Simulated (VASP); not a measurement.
**Sr3Ta2O: single point with PBE**

Crystal: Sr3Ta2O.

```
Sr Ta O
1.0
     5.82301    0.00000    0.00000
    -2.91150    5.04287    0.00000
     0.00000    0.00000    5.52593
Sr Ta O
3 2 1
Direct
  0.50000 0.00000 0.00000
  0.00000 0.50000 0.00000
  0.50000 0.50000 0.00000
  0.00000 0.00000 0.79154
  0.00000 0.00000 0.20846
  0.00000 0.00000 0.50000
```

```yaml
Program: VASP 6.6.1
Task: single point
Functional: PBE
Potentials_or_basis: VASP PAW PBE potentials, release 64 (Sr_sv, Ta_pv, O)
Cutoff: 520 eV
k_mesh: 3 × 3 × 4
Occupations: gaussian, width 0.1 eV
Spin: collinear spin, ferromagnetic start
Starting_moments: "[0.0, 0.0, 0.0, 1.0, 1.0, 0.0] μB"
```

| Item | Value |
| --- | --- |
| Pressure | 36.6 GPa |
| Largest force | 13.227 eV/Å |
| Net moment | 0.59 μB per cell |
| Site moments | Sr +0.05; Ta +0.09; O -0.00 μB |
| Valence electrons inside the program's atomic spheres | Sr 8.35; Ta 9.62; O 5.38 |

Forces on the atoms (eV/Å):
```
Sr    0.000   0.000   0.000
Sr    0.000   0.000   0.000
Sr    0.000   0.000   0.000
Ta    0.000   0.000  13.227
Ta    0.000   0.000 -13.227
O     0.000   0.000   0.000
```

Stress tensor (GPa, compression positive):
```
24.63  0.00  0.00
 0.00 24.63  0.00
 0.00  0.00 60.52
```

Levels at points of the mesh, in eV from the Fermi level:
Spin up:
```
           k point  band 26  band 27  band 28  band 29  band 30  band 31  band 32  band 33
(0.00, 0.00, 0.00)    -1.67    -0.34    -0.23     0.15     0.69     0.69     1.20     1.20
(0.00, 0.00, 0.50)    -1.62    -1.39    -1.34    -1.34    -0.59     0.80     0.80     0.89
```
Spin down:
```
           k point  band 26  band 27  band 28  band 29  band 30  band 31  band 32  band 33
(0.00, 0.00, 0.00)    -1.43    -0.22    -0.01     0.25     0.75     0.75     1.27     1.27
(0.00, 0.00, 0.50)    -1.54    -1.28    -1.28    -1.07    -0.38     0.89     0.89     0.96
```

Wall time 97 s on 1 thread of Intel(R) Xeon(R) 6975P-C (Granite Rapids), on a shared host, peak memory 0.41 GiB.

Caveat: the k points lie up to 0.42 Å⁻¹ apart; spin-orbit coupling is left out, which moves the levels of the heavy elements; forces of over 1 eV/Å act on the atoms, so gaps and moduli don't describe the material at rest.
